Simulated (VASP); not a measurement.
Write the native input for VASP 6.6.1 that does the following.

| Quantity | Value |
| --- | --- |
| Task | single point |
| Functional | r2SCAN |
| Potentials or basis | VASP PAW PBE potentials, release 64 (Rh_sv_GW) |
| Cutoff | 680 eV |
| k mesh | 8 × 8 × 8 |
| Occupations | gaussian, width 0.15 eV |
| Spin | no spin polarisation |
| Dipole correction | no |
| Further INCAR settings | ALGO = Normal; EDIFF = 1e-06; NBANDS = 14 |

Rh:

```
Rh
1.0
     0.00000    1.84450    1.93007
     1.84450    0.00000    1.93007
     1.84450    1.84450    0.00000
Rh
1
Direct
  0.00000 0.00000 0.00000
```

This cell differs from its parent crystal: strain -0.030 along x and y, +0.015 along z.

One way to write it, as run:

POSCAR

```
Rh
1.0
    0.0000000000      1.8445035000      1.9300732500
    1.8445035000      0.0000000000      1.9300732500
    1.8445035000      1.8445035000      0.0000000000
Rh
1
Direct
    0.0000000000      0.0000000000      0.0000000000
```

INCAR.step1

```
ALGO = Normal
EDIFF = 1E-5
ENCUT = 680
GGA = PE
GGA_COMPAT = F
ISMEAR = 0
LASPH = T
LCHARG = F
LREAL = F
LWAVE = T
NBANDS = 14
NELM = 120
PREC = Accurate
SIGMA = 0.15
```

INCAR.step2

```
ALGO = Normal
EDIFF = 1E-6
ENCUT = 680
GGA_COMPAT = F
ISIF = 2
ISMEAR = 0
ISTART = 1
LASPH = T
LCHARG = T
LELF = T
LMIXTAU = T
LREAL = F
LVHAR = T
LWAVE = F
METAGGA = R2SCAN
NBANDS = 14
NELM = 120
PREC = Accurate
SIGMA = 0.15
```

KPOINTS

```
k-points
0
Gamma
  8 8 8
```

Potentials or basis: VASP PAW PBE potentials, release 64 (Rh_sv_GW).

Launch:

```sh
$ cat potpaw_PBE.64/Rh_sv_GW/POTCAR > POTCAR
$ cp INCAR.step1 INCAR
$ mpirun -np 1 vasp_std > vasp.out
$ cp INCAR.step2 INCAR
$ mpirun -np 1 vasp_std > vasp.out
```

Results of the run:

- Pressure: 15.2 GPa
- Band gap on the k mesh: zero (an odd number of electrons rules out a gap without spin polarisation)

Caveat: the k points lie up to 0.36 Å⁻¹ apart, too coarse for converged energies and pressures of a metal; the cell differs from its parent crystal (strain -0.030 along x and y, +0.015 along z); the PAW data sets were made with another functional, which shifts forces and pressure a little.

It took 68 s on 1 thread of Intel(R) Xeon(R) Platinum 8259CL CPU @ 2.50GHz (Skylake/Cascade Lake) (shared host), peak memory 0.16 GiB.
